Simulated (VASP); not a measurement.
# TiPt3 (Pm-3m) in VASP: a series of runs, part 2 of 2

VASP 6.6.1. The steps go on from the part before.

## (3) Single point, PBEsol (Os replaced by Pt, lengths x 0.976, strained)

The input, INCAR:

```
PREC = Accurate
ENCUT = 500
EDIFF = 1E-6
ISMEAR = 0
SIGMA = 0.1
LREAL = False
LASPH = True
NELM = 120
ALGO = Normal
ISIF = 2
LWAVE = False
LCHARG = False
GGA = PS
NBANDS = 29
GGA_COMPAT = False
```

The input, KPOINTS:

```
regular mesh
0
Gamma
  6 6 6
```

The input, POSCAR:

```
TiPt3
1.0
    3.8776034058      0.0000000000      0.0000000000
    0.0000000000      3.8776034058      0.0000000000
    0.0000000000      0.0000000000      3.8776034058
Ti Pt
1 3
Direct
    0.0000000000      0.0000000000      0.0000000000
    0.5000000000      0.5000000000      0.0000000000
    0.5000000000      0.0000000000      0.5000000000
    0.0000000000      0.5000000000      0.5000000000
```

Potentials or basis: VASP PAW PBE potentials, release 64 (Ti_sv, Pt).

On the command line:

```console
> cat potpaw_PBE.64/Ti_sv/POTCAR potpaw_PBE.64/Pt/POTCAR > POTCAR
> mpirun -np 1 vasp_std > vasp.out
```

OUTCAR:

```text
PREC = Accurate
   ENCUT = 500
   EDIFF = 1E-6
   ISMEAR = 0
   LREAL = False
   LASPH = True
   NELM = 120
   ISIF = 2
   GGA = PS

 ion  position               nearest neighbor table
   1  0.000  0.000  0.000-   2 2.74   3 2.74   4 2.74   3 2.74   4 2.74   2 2.74   4 2.74   4 2.74
                             2 2.74   3 2.74   3 2.74   2 2.74
   2  0.500  0.500  0.000-   1 2.74   3 2.74   4 2.74   3 2.74   4 2.74   1 2.74   3 2.74   3 2.74
                             1 2.74   4 2.74   4 2.74   1 2.74
   3  0.500  0.000  0.500-   1 2.74   2 2.74   4 2.74   1 2.74   2 2.74   2 2.74   4 2.74   2 2.74
                             1 2.74   4 2.74   1 2.74   4 2.74
   4  0.000  0.500  0.500-   1 2.74   2 2.74   3 2.74   1 2.74   2 2.74   1 2.74   3 2.74   1 2.74
                             2 2.74   3 2.74   2 2.74   3 2.74

  LATTYP: Found a simple cubic cell.
 ALAT       =     3.8776034058

  Lattice vectors:

 A1 = (   3.8776034058,   0.0000000000,   0.0000000000)
 A2 = (   0.0000000000,   3.8776034058,   0.0000000000)
 A3 = (   0.0000000000,   0.0000000000,   3.8776034058)

Analysis of symmetry for initial positions (statically):
=====================================================================
 Subroutine PRICEL returns:
 Original cell was already a primitive cell.

 Routine SETGRP: Setting up the symmetry group for a
 simple cubic supercell.

 Subroutine GETGRP returns: Found 48 space group operations
 (whereof 48 operations were pure point group operations)
 out of a pool of 48 trial point group operations.

The static configuration has the point symmetry O_h .

Analysis of symmetry for dynamics (positions and initial velocities):
=====================================================================
 Subroutine PRICEL returns:
 Original cell was already a primitive cell.

 Routine SETGRP: Setting up the symmetry group for a
 simple cubic supercell.

 Subroutine GETGRP returns: Found 48 space group operations
 (whereof 48 operations were pure point group operations)
 out of a pool of 48 trial point group operations.

[... 118 lines left out ...]
     AMIX     =   0.40;   BMIX     =  1.00
     AMIX_MAG =   1.60;   BMIX_MAG =  1.00
  volume/ion in A,a.u.               =      14.58        98.36
  Fermi-wavevector in a.u.,A,eV,Ry     =   1.467556  2.773278 29.303129  2.153719
  Thomas-Fermi vector in A             =   2.583159
   LORBIT       =      0    0 simple, 1 ext, 2 COOP (PROOUT), +10 PAW based schemes
   GGA     = PS    functional components
   LHFCALC =     F    Hartree Fock is set to
   AEXX    =    0.0000 exact exchange contribution
   IVDW    =     0    specifies the selected vdW correction
   LEPSILON=     F    determine dielectric tensor
   LRPA    =     F    only Hartree local field effects (RPA)
 non-spin polarized calculation
 Gauss-broadening in eV      SIGMA  =   0.10
  energy-cutoff  :      500.00
  volume of cell :       58.30
 maximum number of plane-waves:      1498
   NGX = 15   NGY = 15   NGZ = 15

 number of electron      42.0000009 magnetization

 Free energy of the ion-electron system (eV)
  ---------------------------------------------------
  ext. energy  EPLUGINS =         0.00000000
  ---------------------------------------------------
  free energy    TOTEN  =       -32.74448975 eV

  energy without entropy =      -32.73637836  energy(sigma->0) =      -32.74043406

 E-fermi :  12.0231     XC(G=0): -13.5115

 val. band max:       11.8554352480   @ k =   0.1667   0.0000   0.0000
 cond. band min:      12.0311643494   @ k =   0.0000   0.0000   0.0000
 fundamental gap:      0.1757291014
 Fermi energy:        12.0231418903

 k-point     1 :       0.0000    0.0000    0.0000
  band No.  band energies     occupation
      1     -45.9733      2.00000
      2     -22.2977      2.00000
      3     -22.2977      2.00000
      4     -22.2977      2.00000
      5       1.5407      2.00000
      6       4.3600      2.00000
[... 629 lines left out ...]
     28      13.5444      0.00000
     29      17.7137      0.00000

------------------------ aborting loop because EDIFF is reached ----------------------------------------

  FORCE on cell =-STRESS in cart. coord.  units (eV):
  Direction    XX          YY          ZZ          XY          YZ          ZX
  --------------------------------------------------------------------------------------
  -------------------------------------------------------------------------------------
  Total        1.5770753      1.5770753      1.5770753      0.0000000      0.0000000     -0.0000000
  in kB       43.3383983     43.3383983     43.3383983      0.0000000      0.0000000     -0.0000000
  external PRESSURE =      43.3383983 kB  Pullay stress =       0.0000000 kB

 VOLUME and BASIS-vectors are now :
 -----------------------------------------------------------------------------
  energy-cutoff  :      500.00
  volume of cell :       58.30
      direct lattice vectors                 reciprocal lattice vectors
     3.877603406  0.000000000  0.000000000     0.257891253  0.000000000  0.000000000
     0.000000000  3.877603406  0.000000000     0.000000000  0.257891253  0.000000000
     0.000000000  0.000000000  3.877603406     0.000000000  0.000000000  0.257891253

 POSITION                                       TOTAL-FORCE (eV/Angst)
 -----------------------------------------------------------------------------------
      0.00000      0.00000      0.00000         0.000000      0.000000      0.000000
      1.93880      1.93880      0.00000         0.000000      0.000000      0.000000
      1.93880      0.00000      1.93880         0.000000      0.000000      0.000000
      0.00000      1.93880      1.93880         0.000000      0.000000      0.000000
 -----------------------------------------------------------------------------------
    total drift:                                0.000000      0.000000      0.000000

  FREE ENERGIE OF THE ION-ELECTRON SYSTEM (eV)
  ---------------------------------------------------
  free  energy   TOTEN  =       -32.7444897510 eV

  energy  without entropy=      -32.7363783600  energy(sigma->0) =      -32.74043406
```

stdout:

```text
POSCAR found type information on POSCAR TiPt
 POSCAR found :  2 types and       4 ions
 scaLAPACK will be used
 -----------------------------------------------------------------------------
|                                                                             |
|                                                                             |
|     You enforced a specific xc type in the INCAR file but a different       |
|     I HOPE YOU KNOW WHAT YOU ARE DOING!                                     |
|                                                                             |
 -----------------------------------------------------------------------------

 LDA part: xc-table for (Slater+PW92), standard interpolation
 POSCAR, INCAR and KPOINTS ok, starting setup
 FFT: planning ... GRIDC
 FFT: planning ... GRID_SOFT
 FFT: planning ... GRID
 WAVECAR not read
 entering main loop
```

Wall time 39 s (1 thread of Intel Xeon Platinum 8259CL at 2.50GHz (Skylake/Cascade Lake), shared host); peak memory 0.17 GiB.

What came out:

```
Free energy            : -32.7445 eV
Pressure               : 4.3 GPa
Band gap on the k mesh : zero (bands 21 and 22 overlap by 1.87 eV)
```

Levels at points of the mesh, in eV from the Fermi level:
| k point | band 18 | band 19 | band 20 | band 21 | band 22 | band 23 | band 24 | band 25 |
| --- | --- | --- | --- | --- | --- | --- | --- | --- |
| (0.00, 0.00, 0.00) | 0.01 | 0.01 | 0.01 | 1.38 | 1.38 | 1.49 | 1.49 | 1.49 |
| (0.50, 0.00, 0.00) | -2.79 | -2.72 | -1.45 | -0.28 | -0.28 | 0.01 | 0.39 | 0.72 |
| (0.50, 0.50, 0.00) | -3.25 | -2.60 | -2.40 | -2.37 | 0.15 | 0.15 | 0.30 | 1.49 |
| (0.50, 0.50, 0.50) | -0.81 | -0.81 | -0.81 | -0.50 | -0.50 | -0.50 | 1.19 | 1.19 |

Caveat: the cell differs from its parent crystal (Os replaced by Pt, lengths x 0.976, strained); the cell stands under pressure; the PAW data sets were made with another functional, which shifts forces and pressure a little; spin-orbit coupling is left out, which moves the levels of the heavy elements.
